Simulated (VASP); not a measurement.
# MgO (Immm) in VASP: a series of runs

Runs on MgO. Level: PBE. Tasks: single point.

Everything below comes from runs of VASP 6.6.1. Logs are shortened: lines on timing, memory, paths and dates and some standing lists are left out, and cuts for length are marked.

## (1) The cell of the first run

It takes space group Immm (No. 71, orthorhombic). The conventional cell has a = 2.869 Å, b = 3.171 Å, c = 4.270 Å, α = 90.00°, β = 90.00°, γ = 90.00°. Within 2.8 Å of Mg (site symmetry mmm) lie 6 O at 2.14 Å. O (site symmetry mmm) has 6 Mg at 2.14 Å within 2.8 Å.

## (2) Single point, PBE (strain -0.1000 x Voigt [0, 0, 0, 0, 0, 1])

INCAR reads:

```
SYSTEM = MgO
ALGO = Normal
EDIFF = 1E-6
ENCUT = 520
GGA = PE
ISIF = 2
ISMEAR = 0
LASPH = .TRUE.
LCHARG = .FALSE.
LREAL = .FALSE.
LWAVE = .FALSE.
NBANDS = 11
NELM = 80
PREC = Accurate
SIGMA = 0.05
```

KPOINTS reads:

```
k-points
0
G
  10 10 10
  0 0 0
```

POSCAR reads:

```
MgO
1.0
   -0.1067575000      2.1351500000      2.1351500000
    2.1351500000     -0.1067575000      2.1351500000
    2.0283925000      2.0283925000      0.0000000000
Mg O
1 1
Direct
    0.0000000000      0.0000000000      0.0000000000
    0.5000000000      0.5000000000      0.5000000000
```

Potentials or basis: VASP PAW PBE potentials, release 64 (Mg, O).

Launch:

```console
> cat potpaw_PBE.64/Mg/POTCAR potpaw_PBE.64/O/POTCAR > POTCAR
> mpirun -np 1 vasp_std > vasp.out
```

OUTCAR:

```text
SYSTEM = MgO
   EDIFF = 1E-6
   ENCUT = 520
   GGA = PE
   ISIF = 2
   ISMEAR = 0
   LASPH = .TRUE.
   LREAL = .FALSE.
   NELM = 80
   PREC = Accurate

 ion  position               nearest neighbor table
   1  0.000  0.000  0.000-   2 2.14   2 2.14   2 2.14   2 2.14   2 2.14   2 2.14
   2  0.500  0.500  0.500-   1 2.14   1 2.14   1 2.14   1 2.14   1 2.14   1 2.14

  LATTYP: Found a body centered orthorhombic cell.
 ALAT       =     2.8685801833
 B/A-ratio  =     1.1052631579
 C/A-ratio  =     1.4886458551

  Lattice vectors:

 A1 = (   0.1067575000,  -2.1351500000,  -2.1351500000)
 A2 = (  -0.1067575000,   2.1351500000,  -2.1351500000)
 A3 = (   2.1351500000,  -0.1067575000,   2.1351500000)

Analysis of symmetry for initial positions (statically):
=====================================================================
 Subroutine PRICEL returns:
 Original cell was already a primitive cell.

 Routine SETGRP: Setting up the symmetry group for a
 body centered orthorhombic supercell.

 Subroutine GETGRP returns: Found  8 space group operations
 (whereof  8 operations were pure point group operations)
 out of a pool of  8 trial point group operations.

The static configuration has the point symmetry D_2h.

Analysis of symmetry for dynamics (positions and initial velocities):
=====================================================================
 Subroutine PRICEL returns:
 Original cell was already a primitive cell.

 Routine SETGRP: Setting up the symmetry group for a
 body centered orthorhombic supercell.

 Subroutine GETGRP returns: Found  8 space group operations
 (whereof  8 operations were pure point group operations)
 out of a pool of  8 trial point group operations.

The dynamic configuration has the point symmetry D_2h.

 Subroutine INISYM returns: Found  8 space group operations
 (whereof  8 operations are pure point group operations),
 and found     1 'primitive' translations

----------------------------------------------------------------------------------------

                                     Primitive cell

  volume of cell :      19.4191

  direct lattice vectors                    reciprocal lattice vectors
    -0.106757500  2.135150000  2.135150000    -0.223024367  0.223024367  0.234175585
     2.135150000 -0.106757500  2.135150000     0.223024367 -0.223024367  0.234175585
     2.028392500  2.028392500  0.000000000     0.246500616  0.246500616 -0.234175585

  length of vectors
     3.021444722  3.021444722  2.868580183     0.392833222  0.392833222  0.419956321

  position of ions in fractional coordinates (direct lattice)
     0.000000000  0.000000000  0.000000000
     0.500000000  0.500000000  0.500000000
[... 88 lines left out ...]
   NELECT =       8.0000    total number of electrons
   NUPDOWN=      -1.0000    fix difference up-down
   EMIN   =  10.00;   EMAX   =-10.00  energy-range for DOS
   EFERMI =   0.00;   METHOD = LEGACY
   ISMEAR =     0;   SIGMA  =   0.05  broadening in eV -4-tet -1-fermi 0-gaus
   EFERMI_NEDOS =   21; number of points for ismear=-14 and -15
   IALGO  =     38    algorithm
   IMIX   =      4    mixing-type and parameters
     AMIX     =   0.40;   BMIX     =  1.00
     AMIX_MAG =   1.60;   BMIX_MAG =  1.00
  volume/ion in A,a.u.               =       9.71        65.52
  Fermi-wavevector in a.u.,A,eV,Ry     =   1.218135  2.301942 20.189048  1.483853
  Thomas-Fermi vector in A             =   2.353432
   LORBIT       =      0    0 simple, 1 ext, 2 COOP (PROOUT), +10 PAW based schemes
   GGA     = PE    functional components
   LHFCALC =     F    Hartree Fock is set to
   AEXX    =    0.0000 exact exchange contribution
   IVDW    =     0    specifies the selected vdW correction
   LEPSILON=     F    determine dielectric tensor
   LRPA    =     F    only Hartree local field effects (RPA)
 non-spin polarized calculation
 Gauss-broadening in eV      SIGMA  =   0.05
  energy-cutoff  :      520.00
  volume of cell :       19.42
 maximum number of plane-waves:       542
   NGX = 11   NGY = 11   NGZ = 11

 number of electron       8.0000000 magnetization

 Free energy of the ion-electron system (eV)
  ---------------------------------------------------
  ext. energy  EPLUGINS =         0.00000000
  ---------------------------------------------------
  free energy    TOTEN  =       -11.82438143 eV

  energy without entropy =      -11.82438143  energy(sigma->0) =      -11.82438143

 E-fermi :   3.5280     XC(G=0): -10.9016

 val. band max:        3.3242585059   @ k =   0.0000   0.0000   0.0000
 cond. band min:       7.1675904491   @ k =   0.0000   0.0000   0.0000
 fundamental gap:      3.8433319433
 Fermi energy:         3.5279867332

 k-point     1 :       0.0000    0.0000    0.0000
  band No.  band energies     occupation
      1     -14.1410      2.00000
      2       2.5912      2.00000
      3       2.8978      2.00000
      4       3.3243      2.00000
      5       7.1676      0.00000
      6      17.1415      0.00000
      7      18.6266      0.00000
      8      19.9937      0.00000
      9      22.0923      0.00000
     10      24.0674      0.00000
     11      24.2337      0.00000
[... 309 lines left out ...]
 k-point    24 :       0.4000    0.3000    0.0000
  band No.  band energies     occupation
      1     -13.0055      2.00000
      2      -0.5899      2.00000
      3       1.2506      2.00000
      4       2.4606      2.00000
      5      11.7003      0.00000
      6      13.2210      0.00000
      7      16.2718      0.00000
      8      19.8307      0.00000
      9      21.7064      0.00000
     10      27.6487      0.00000
     11      28.9276      0.00000

 [... further k-points ...]

------------------------ aborting loop because EDIFF is reached ----------------------------------------

  FORCE on cell =-STRESS in cart. coord.  units (eV):
  Direction    XX          YY          ZZ          XY          YZ          ZX
  --------------------------------------------------------------------------------------
  -------------------------------------------------------------------------------------
  Total       -0.1572002     -0.1572002     -0.4041597      1.7235881      0.0000000      0.0000000
  in kB      -12.9698696    -12.9698696    -33.3453665    142.2053722      0.0000000      0.0000000
  external PRESSURE =     -19.7617019 kB  Pullay stress =       0.0000000 kB

 VOLUME and BASIS-vectors are now :
 -----------------------------------------------------------------------------
  energy-cutoff  :      520.00
  volume of cell :       19.42
      direct lattice vectors                 reciprocal lattice vectors
    -0.106757500  2.135150000  2.135150000    -0.223024367  0.223024367  0.234175585
     2.135150000 -0.106757500  2.135150000     0.223024367 -0.223024367  0.234175585
     2.028392500  2.028392500  0.000000000     0.246500616  0.246500616 -0.234175585

 POSITION                                       TOTAL-FORCE (eV/Angst)
 -----------------------------------------------------------------------------------
      0.00000      0.00000      0.00000         0.000000     -0.000000     -0.000000
      2.02839      2.02839      2.13515        -0.000000      0.000000      0.000000
 -----------------------------------------------------------------------------------
    total drift:                               -0.000000     -0.000000      0.000000

  FREE ENERGIE OF THE ION-ELECTRON SYSTEM (eV)
  ---------------------------------------------------
  free  energy   TOTEN  =       -11.8243814316 eV

  energy  without entropy=      -11.8243814316  energy(sigma->0) =      -11.82438143
```

stdout:

```text
POSCAR found type information on POSCAR MgO
 POSCAR found :  2 types and       2 ions
 scaLAPACK will be used
 LDA part: xc-table for (Slater+PW92), standard interpolation
 POSCAR, INCAR and KPOINTS ok, starting setup
 FFT: planning ... GRIDC
 FFT: planning ... GRID_SOFT
 FFT: planning ... GRID
 WAVECAR not read
 entering main loop
```

Run time: 17 s. Hardware: 1 thread of Intel Xeon 6975P-C, shared host; peak memory 0.17 GiB.

What came out:

- Free energy: -11.8244 eV
- Pressure: -2.0 GPa
- Band gap on the k mesh: 3.84 eV, direct

Stress tensor (GPa, compression positive):
```
-1.30 14.22  0.00
14.22 -1.30  0.00
 0.00  0.00 -3.33
```

Caveat: the cell differs from its parent crystal (strain -0.1000 x Voigt [0, 0, 0, 0, 0, 1]).

## (3) Single point, PBE (strain +0.0875 x Voigt [0, 0, 0, 0, 0, 1])

INCAR reads:

```
  PREC = Accurate
  ENCUT = 520
  EDIFF = 1E-6
  ISMEAR = 0
  SIGMA = 0.05
  LREAL = False
  LASPH = True
  NELM = 100
  ALGO = Normal
  ISIF = 2
  LWAVE = False
  LCHARG = False
  GGA = PE
  NBANDS = 11
```

KPOINTS reads:

```
Automatic mesh
0
Gamma
  10 10 10
```

POSCAR reads:

```
MgO
1.0
    0.0934128125      2.1351500000      2.1351500000
    2.1351500000      0.0934128125      2.1351500000
    2.2285628125      2.2285628125      0.0000000000
Mg O
1 1
Direct
    0.0000000000      0.0000000000      0.0000000000
    0.5000000000      0.5000000000      0.5000000000
```

Potentials or basis: VASP PAW PBE potentials, release 64 (Mg, O).

Launch:

```console
> cat potpaw_PBE.64/Mg/POTCAR potpaw_PBE.64/O/POTCAR > POTCAR
> mpirun -np 1 vasp_std > vasp.out
```

OUTCAR:

```text
PREC = Accurate
   ENCUT = 520
   EDIFF = 1E-6
   ISMEAR = 0
   LREAL = False
   LASPH = True
   NELM = 100
   ISIF = 2
   GGA = PE

 ion  position               nearest neighbor table
   1  0.000  0.000  0.000-   2 2.14   2 2.14   2 2.14   2 2.14   2 2.14   2 2.14
   2  0.500  0.500  0.500-   1 2.14   1 2.14   1 2.14   1 2.14   1 2.14   1 2.14

  LATTYP: Found a body centered orthorhombic cell.
 ALAT       =     2.8874524214
 B/A-ratio  =     1.0915032680
 C/A-ratio  =     1.4789161437

  Lattice vectors:

 A1 = (   2.1351500000,   0.0934128125,  -2.1351500000)
 A2 = (  -2.1351500000,  -0.0934128125,  -2.1351500000)
 A3 = (   0.0934128125,   2.1351500000,   2.1351500000)

Analysis of symmetry for initial positions (statically):
=====================================================================
 Subroutine PRICEL returns:
 Original cell was already a primitive cell.

 Routine SETGRP: Setting up the symmetry group for a
 body centered orthorhombic supercell.

 Subroutine GETGRP returns: Found  8 space group operations
 (whereof  8 operations were pure point group operations)
 out of a pool of  8 trial point group operations.

The static configuration has the point symmetry D_2h.

Analysis of symmetry for dynamics (positions and initial velocities):
=====================================================================
 Subroutine PRICEL returns:
 Original cell was already a primitive cell.

 Routine SETGRP: Setting up the symmetry group for a
 body centered orthorhombic supercell.

 Subroutine GETGRP returns: Found  8 space group operations
 (whereof  8 operations were pure point group operations)
 out of a pool of  8 trial point group operations.

The dynamic configuration has the point symmetry D_2h.

 Subroutine INISYM returns: Found  8 space group operations
 (whereof  8 operations are pure point group operations),
 and found     1 'primitive' translations

----------------------------------------------------------------------------------------

[... 119 lines left out ...]
   AEXX    =    0.0000 exact exchange contribution
   IVDW    =     0    specifies the selected vdW correction
   LEPSILON=     F    determine dielectric tensor
   LRPA    =     F    only Hartree local field effects (RPA)
 non-spin polarized calculation
 Gauss-broadening in eV      SIGMA  =   0.05
  energy-cutoff  :      520.00
  volume of cell :       19.43
 maximum number of plane-waves:       538
   NGX = 11   NGY = 11   NGZ = 11

 number of electron       8.0000000 magnetization

 Free energy of the ion-electron system (eV)
  ---------------------------------------------------
  ext. energy  EPLUGINS =         0.00000000
  ---------------------------------------------------
  free energy    TOTEN  =       -11.84451037 eV

  energy without entropy =      -11.84451037  energy(sigma->0) =      -11.84451037

 E-fermi :   3.4920     XC(G=0): -10.8977

 val. band max:        3.2606243650   @ k =   0.0000   0.0000   0.0000
 cond. band min:       7.1797759153   @ k =   0.0000   0.0000   0.0000
 fundamental gap:      3.9191515503
 Fermi energy:         3.4920188602

 k-point     1 :       0.0000    0.0000    0.0000
  band No.  band energies     occupation
      1     -14.1485      2.00000
      2       2.6206      2.00000
      3       2.8948      2.00000
      4       3.2606      2.00000
      5       7.1798      0.00000
      6      17.2937      0.00000
      7      18.5856      0.00000
      8      19.7864      0.00000
      9      22.1290      0.00000
     10      24.0483      0.00000
     11      24.1756      0.00000
[... 309 lines left out ...]
 k-point    24 :       0.4000    0.3000    0.0000
  band No.  band energies     occupation
      1     -12.9932      2.00000
      2      -0.5107      2.00000
      3       1.4294      2.00000
      4       2.0922      2.00000
      5      11.4874      0.00000
      6      13.5547      0.00000
      7      16.1758      0.00000
      8      19.7155      0.00000
      9      21.7088      0.00000
     10      27.2492      0.00000
     11      29.0552      0.00000

 [... further k-points ...]

------------------------ aborting loop because EDIFF is reached ----------------------------------------

  FORCE on cell =-STRESS in cart. coord.  units (eV):
  Direction    XX          YY          ZZ          XY          YZ          ZX
  --------------------------------------------------------------------------------------
  -------------------------------------------------------------------------------------
  Total       -0.1903960     -0.1903960     -0.3791790     -1.5048927      0.0000000      0.0000000
  in kB      -15.6994776    -15.6994776    -31.2659603   -124.0889187      0.0000000      0.0000000
  external PRESSURE =     -20.8883052 kB  Pullay stress =       0.0000000 kB

 VOLUME and BASIS-vectors are now :
 -----------------------------------------------------------------------------
  energy-cutoff  :      520.00
  volume of cell :       19.43
      direct lattice vectors                 reciprocal lattice vectors
     0.093412812  2.135150000  2.135150000    -0.244889501  0.244889501  0.234175585
     2.135150000  0.093412812  2.135150000     0.244889501 -0.244889501  0.234175585
     2.228562812  2.228562812  0.000000000     0.224359842  0.224359842 -0.234175585

 POSITION                                       TOTAL-FORCE (eV/Angst)
 -----------------------------------------------------------------------------------
      0.00000      0.00000      0.00000        -0.000000     -0.000000      0.000000
      2.22856      2.22856      2.13515         0.000000      0.000000     -0.000000
 -----------------------------------------------------------------------------------
    total drift:                               -0.000000     -0.000000      0.000000

  FREE ENERGIE OF THE ION-ELECTRON SYSTEM (eV)
  ---------------------------------------------------
  free  energy   TOTEN  =       -11.8445103709 eV

  energy  without entropy=      -11.8445103709  energy(sigma->0) =      -11.84451037
```

OSZICAR:

```text
N       E                     dE             d eps       ncg     rms          rms(c)
DAV:   1     0.132625894989E+02    0.13263E+02   -0.45453E+03  4354   0.640E+02
DAV:   2    -0.128502968714E+02   -0.26113E+02   -0.25429E+02  4337   0.134E+02
DAV:   3    -0.134091674684E+02   -0.55887E+00   -0.55843E+00  4564   0.169E+01
DAV:   4    -0.134105550039E+02   -0.13875E-02   -0.13875E-02  4089   0.964E-01
DAV:   5    -0.134105597246E+02   -0.47207E-05   -0.47207E-05  4482   0.549E-02    0.719E+00
DAV:   6    -0.118664467223E+02    0.15441E+01   -0.90873E+00  4005   0.163E+01    0.229E+00
DAV:   7    -0.118516620220E+02    0.14785E-01   -0.71350E-02  4185   0.221E+00    0.136E+00
DAV:   8    -0.118450610385E+02    0.66010E-02   -0.32452E-02  3963   0.199E+00    0.267E-01
DAV:   9    -0.118445351055E+02    0.52593E-03   -0.89700E-04  4362   0.206E-01    0.139E-01
DAV:  10    -0.118445085162E+02    0.26589E-04   -0.55470E-04  4143   0.173E-01    0.844E-03
DAV:  11    -0.118445106497E+02   -0.21334E-05   -0.34403E-06  4395   0.146E-02    0.584E-03
DAV:  12    -0.118445103709E+02    0.27880E-06   -0.57993E-07  2370   0.581E-03
   1 F= -.11844510E+02 E0= -.11844510E+02  d E =-.140917E-13
```

Run time: 15 s. Hardware: 1 thread of Intel Xeon 6975P-C, shared host; peak memory 0.17 GiB.

What came out:

- Free energy: -11.8445 eV
- Pressure: -2.1 GPa
- Band gap on the k mesh: 3.92 eV, direct

Levels at points of the mesh, in eV from the valence-band top:
```csv
k point,band 1,band 2,band 3,band 4,band 5,band 6,band 7,band 8,band 9
"(0.00, 0.00, 0.00)",-17.41,-0.64,-0.37,0.00,3.92,14.03,15.32,16.53,18.87
"(0.50, 0.00, 0.00)",-16.11,-4.63,-1.26,-0.97,6.99,12.22,14.61,15.40,19.53
"(0.50, 0.50, 0.00)",-15.98,-4.28,-2.13,-1.10,7.91,10.07,12.31,17.20,18.95
"(0.00, 0.00, 0.50)",-16.32,-4.95,-0.95,-0.56,7.53,11.28,15.82,16.66,20.26
"(0.50, 0.00, 0.50)",-15.95,-4.26,-1.64,-1.62,8.72,9.18,12.18,18.01,18.11
```

Caveat: the cell differs from its parent crystal (strain +0.0875 x Voigt [0, 0, 0, 0, 0, 1]).
